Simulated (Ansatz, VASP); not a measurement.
## Two plane-wave programs on HfC

```
Hf C
1.0
     3.84731    0.00000    0.00000
    -1.92365    3.33187    0.00000
     0.00000    0.00000    4.65822
Hf C
2 2
Direct
  0.33333 0.66667 0.44535
  0.66667 0.33333 0.94535
  0.33333 0.66667 0.92965
  0.66667 0.33333 0.42965
```

Alike in both runs: task relaxation of cell and atoms; functional PBE; k mesh 12 × 12 × 10; occupations gaussian, width 0.1 eV; no spin polarisation.

|  | VASP | Ansatz |
| --- | --- | --- |
| version | VASP 6.6.1 | Ansatz 0.2.0 |
| potentials or method | VASP PAW PBE potentials, release 64 (Hf_pv, C), cutoff 600 eV | scalar-relativistic, plane waves, PAW |
| valence electrons in the cell | 28 | 60 |

```tsv
	VASP	Ansatz	Ansatz less VASP
gap on the k mesh at the Fermi level, each at its own relaxed structure (eV)	none	none	-
relaxed volume (Å³/atom)	14.86	14.91	+0.050
relaxed cell length with the largest relative difference (Å)	3.849	3.854	+0.0048
```

A gap of «none» marks a metal or a gap that the smearing closes. VASP's potentials hold 28 valence electrons a cell and Ansatz's 60, so a difference there can come from the potentials and not from the codes.

Spin-orbit coupling is off throughout.
